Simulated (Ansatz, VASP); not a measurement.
# One calculation of SnO2, two programs

```
Sn O
1.0
     1.61709    0.93363    4.80059
    -1.61709    0.93363    4.80059
     0.00000   -1.86726    4.80059
Sn O
1 2
Direct
  0.49073 0.49073 0.52601
  0.23717 0.23717 0.23717
  0.76283 0.76283 0.76283
```

Change from the starting cell: all Sn atoms moved +0.075 Å, as atom 1 towards its neighbour atom 2 (O) at 2.125 Å.

Alike in both runs: task single point; functional r2SCAN; k mesh 12 × 12 × 12; occupations gaussian, width 0.05 eV; no spin polarisation.

|  | VASP | Ansatz |
| --- | --- | --- |
| version | VASP 6.6.1 | Ansatz 0.2.0 |
| potentials or method | VASP PAW PBE potentials, release 64 (Sn_d, O), cutoff 520 eV | scalar-relativistic, plane waves, PAW |
| valence electrons in the cell | 26 | 26 |

VASP gave:

* gap on the k mesh at the Fermi level (eV): 2.42
* least direct gap on the mesh (eV): 2.53
* pressure (GPa): -5.7
* traceless stress, the component that is largest in VASP (GPa): -0.82
* rms of the force components (eV/Å): 0.533

Which values does Ansatz return?

gap on the k mesh at the Fermi level (eV): 2.42; least direct gap on the mesh (eV): 2.54; pressure (GPa): -6.7; traceless stress, the component that is largest in VASP (GPa): -1.09; rms of the force components (eV/Å): 0.538.

VASP's potentials were made for PBE, not for r2SCAN. Atom by atom the forces differ by 0.041 eV/Å (rms over components).
